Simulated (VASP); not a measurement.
Ti, 2 atoms in the cell. It takes space group P6_3/mmc (No. 194, hexagonal). The conventional cell has a = 2.863 Å, b = 2.863 Å, c = 4.540 Å, α = 90.00°, β = 90.00°, γ = 120.00°. Within 3.7 Å of Ti (site symmetry -6m2) lie 12 Ti at 2.81 to 2.86 Å. 

- Program: VASP 6.6.1
- Task: single point
- Functional: LDA
- Potentials or basis: VASP PAW LDA potentials, release 64 (Ti_sv)
- Cutoff: 520 eV
- k mesh: 21 × 21 × 12
- Occupations: fermi-dirac, width 0.05 eV
- Spin: collinear spin, ferromagnetic start
- Starting moments: [1.0, 1.0] μB
- Dipole correction: no
- Further INCAR settings: ALGO = Normal; EDIFF = 1e-06; NBANDS = 23

Potentials or basis: VASP PAW LDA potentials, release 64 (Ti_sv).

Run with:

```sh
$ cat potpaw_LDA.64/Ti_sv/POTCAR > POTCAR
$ mpirun -np 1 vasp_std > vasp.out
```

Hardware: 1 thread of AMD EPYC 9R45 96-Core Processor (Zen 5), on a shared host.

Problem. Estimate the wall time of this run.

Solution. It took 4.5 min on 1 thread of AMD EPYC 9R45 96-Core Processor (Zen 5) (shared host), peak memory 0.38 GiB. Counts: scf iterations 14, k points 336.
